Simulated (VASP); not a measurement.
Wanted: the native input for a VASP 6.6.1 run.

| Item | Value |
| --- | --- |
| Task | single point |
| Functional | HSE06 |
| Potentials or basis | VASP PAW PBE potentials, release 64 (Cu) |
| Cutoff | 520 eV |
| k mesh | 6 × 6 × 6 |
| Occupations | fermi-dirac, width 0.1 eV |
| Spin | no spin polarisation |
| Dipole correction | no |
| Grid for exact exchange (PRECFOCK) | Normal |
| Further INCAR settings | ALGO = Normal; EDIFF = 1e-06; NBANDS = 12 |
| Screening parameter | 0.2079 1/Å |

Crystal: Cu.

```
Cu
1.0
     0.00000    1.83888    1.83888
     1.83888    0.00000    1.83888
     1.83888    1.83888    0.00000
Cu
1
Cartesian
  0.0000 0.0000 0.0000
```

These files were run (other wordings do the same):

POSCAR

```
Cu
1.0
    0.0000000000      1.8388843179      1.8388843179
    1.8388843179      0.0000000000      1.8388843179
    1.8388843179      1.8388843179      0.0000000000
Cu
1
Direct
    0.0000000000      0.0000000000      0.0000000000
```

INCAR.step1

```
SYSTEM = Cu
  PREC = Accurate
  ENCUT = 520
  EDIFF = 1E-5
  ISMEAR = -1
  SIGMA = 0.1
  LREAL = .False.
  LASPH = .True.
  NELM = 60
  ALGO = Normal
  ISIF = 2
  LWAVE = .True.
  LCHARG = .False.
  GGA = PE
  NBANDS = 12
```

INCAR.step2

```
SYSTEM = Cu
  PREC = Accurate
  ENCUT = 520
  EDIFF = 1E-6
  ISMEAR = -1
  SIGMA = 0.1
  LREAL = .False.
  LASPH = .True.
  NELM = 60
  ALGO = Normal
  ISIF = 2
  LWAVE = .False.
  LCHARG = .False.
  GGA = PE
  LHFCALC = .True.
  HFSCREEN = 0.2079
  PRECFOCK = Normal
  ISTART = 1
  NBANDS = 12
```

KPOINTS

```
Automatic mesh
0
Gamma
  6 6 6
  0 0 0
```

Potentials or basis: VASP PAW PBE potentials, release 64 (Cu).

Launch:

```sh
$ cat potpaw_PBE.64/Cu/POTCAR > POTCAR
$ cp INCAR.step1 INCAR
$ mpirun -np 1 vasp_std > vasp.out
$ cp INCAR.step2 INCAR
$ mpirun -np 1 vasp_std > vasp.out
```

Results of the run:

The pressure is -3.2 GPa.

Caveat: the k points lie up to 0.49 Å⁻¹ apart; the PAW data sets were made with another functional, which shifts forces and pressure a little.

It took 5.9 min on 1 thread of Intel(R) Xeon(R) Platinum 8375C CPU @ 2.90GHz (Ice Lake) (shared host), peak memory 0.22 GiB.
